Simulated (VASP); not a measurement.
A run of VASP 6.6.1 is set up as follows.

File POSCAR:

```
LiTlSe2
1.0
    4.2639248008      0.0000000000      0.0000000000
    0.0000000000      4.2639248008      0.0000000000
    0.0000000000      0.0000000000      5.9802486638
Li Se Tl
1 2 1
Direct
    0.0000000000      0.0000000000      0.0000000000
    0.0000000000      0.5000000000      0.2292133975
    0.5000000000      0.0000000000      0.7707866025
    0.5000000000      0.5000000000      0.5000000000
```

Contents of INCAR.step1:

```
SYSTEM = LiTlSe2
PREC = Accurate
ENCUT = 830
ISMEAR = 0
SIGMA = 0.01
LREAL = .False.
LASPH = .True.
NELM = 120
NBANDS = 22
GGA = PE
ALGO = Normal
EDIFF = 1E-5
LWAVE = .True.
LCHARG = .False.
GGA_COMPAT = .False.
```

INCAR.step2

```
SYSTEM = LiTlSe2
PREC = Accurate
ENCUT = 830
EDIFF = 1E-6
ISMEAR = 0
SIGMA = 0.01
LREAL = .False.
LASPH = .True.
NELM = 120
ALGO = Normal
ISIF = 2
LWAVE = .False.
LCHARG = .False.
METAGGA = R2SCAN
LMIXTAU = .True.
NBANDS = 22
ISTART = 1
GGA_COMPAT = .False.
```

Contents of KPOINTS:

```
regular mesh
0
Gamma
  6 6 4
  0 0 0
```

Potentials or basis: VASP PAW PBE potentials, release 64 (Li_sv, Se, Tl_d).

Command:

```console
$ cat potpaw_PBE.64/Li_sv/POTCAR potpaw_PBE.64/Se/POTCAR potpaw_PBE.64/Tl_d/POTCAR > POTCAR
$ cp INCAR.step1 INCAR
$ mpirun -np 1 vasp_std > vasp.out
$ cp INCAR.step2 INCAR
$ mpirun -np 1 vasp_std > vasp.out
```

(1) Estimate the band gap on the k mesh.

(2) Estimate the largest force.

Results:

(1) 0.71 eV.

(2) 0.014 eV/Å.

Caveat: the PAW data sets were made with another functional, which shifts forces and pressure a little; spin-orbit coupling is left out, which moves the levels of the heavy elements.
